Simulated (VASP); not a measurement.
Input of a VASP 6.6.1 run:

Contents of INCAR:

```
SYSTEM = Na3Ti2O
PREC = Accurate
ENCUT = 520
EDIFF = 1E-6
ISMEAR = 0
SIGMA = 0.1
LREAL = .False.
LASPH = .True.
NELM = 150
ALGO = Fast
ISIF = 2
LWAVE = .False.
LCHARG = .True.
ISPIN = 2
MAGMOM = 0 0 0 -2.16 -2.16 -0.17
LORBIT = 11
LMAXMIX = 4
GGA = PE
LELF = .True.
LVHAR = .True.
NBANDS = 38
```

KPOINTS

```
Automatic mesh
0
Gamma
  12 12 6
  0 0 0
```

Contents of POSCAR:

```
Na3Ti2O
1.0
    5.0157850200      0.0000000000      0.0000000000
   -2.5078925100      4.3437972473      0.0000000000
    0.0000000000      0.0000000000      6.0307728388
Na Ti O
3 2 1
Direct
    0.5000000000      0.0000000000      0.5000000000
    0.0000000000      0.5000000000      0.5000000000
    0.5000000000      0.5000000000      0.5000000000
    0.3333333333      0.6666666667      0.0000000000
    0.6666666667      0.3333333333      0.0000000000
    0.0000000000      0.0000000000      0.0000000000
```

Potentials or basis: VASP PAW PBE potentials, release 64 (Na_pv, Ti_sv, O).

Run with:

```console
$ cat potpaw_PBE.64/Na_pv/POTCAR potpaw_PBE.64/Ti_sv/POTCAR potpaw_PBE.64/O/POTCAR > POTCAR
$ mpirun -np 1 vasp_std > vasp.out
```

(1) Predict the site moments.

(2) Estimate the pressure.

Answers

(1) Na -0.01; Ti -1.85; O -0.08 μB.

(2) 0.0 GPa.
